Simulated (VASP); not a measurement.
Runs of VASP 6.6.1 on KBr. The structure is that of space group P6_3/mmc (No. 194), or close to it. The cells are those of the table. 

```tsv
level	cell	gap on the mesh (eV)	pressure (GPa)
PBE	a = 5.673, b = 5.673, c = 6.642 Å, angles 90.0, 90.0, 120.0°, 4 atoms	4.14	0.0
PBE	a = 5.557, b = 5.557, c = 6.507 Å, angles 90.0, 90.0, 120.0°, 4 atoms	4.23	0.8
PBE	a = 5.616, b = 5.616, c = 6.575 Å, angles 90.0, 90.0, 120.0°, 4 atoms	(c)	0.4
r2SCAN	a = 5.619, b = 5.619, c = 6.554 Å, angles 90.0, 90.0, 120.0°, 4 atoms	4.77	0.0
PBE	a = 5.729, b = 5.729, c = 6.708 Å, angles 90.0, 90.0, 120.0°, 4 atoms	(b)	-0.3
r2SCAN	a = 5.504, b = 5.504, c = 6.420 Å, angles 90.0, 90.0, 120.0°, 4 atoms	4.84	(a)
PBE	a = 5.619, b = 5.619, c = 6.554 Å, angles 90.0, 90.0, 120.0°, 4 atoms	4.19	0.4
```

Alike in all rows: task single point; potentials or basis VASP PAW PBE potentials, release 64 (K_sv, Br); no spin polarisation; k mesh 6 × 6 × 4; cutoff (eV) 520; smearing gaussian 0.01 eV.

Question: Fill in the values left out.

Answer: (a) 0.9; (b) 4.09; (c) 4.18.

Caveats: the structure was generated, so it needn't be the stable form of KBr; the PAW data sets were made with another functional, which shifts forces and pressure a little (at least some runs).

A k mesh can miss the band edges, and the runs leave out spin-orbit coupling on Br.
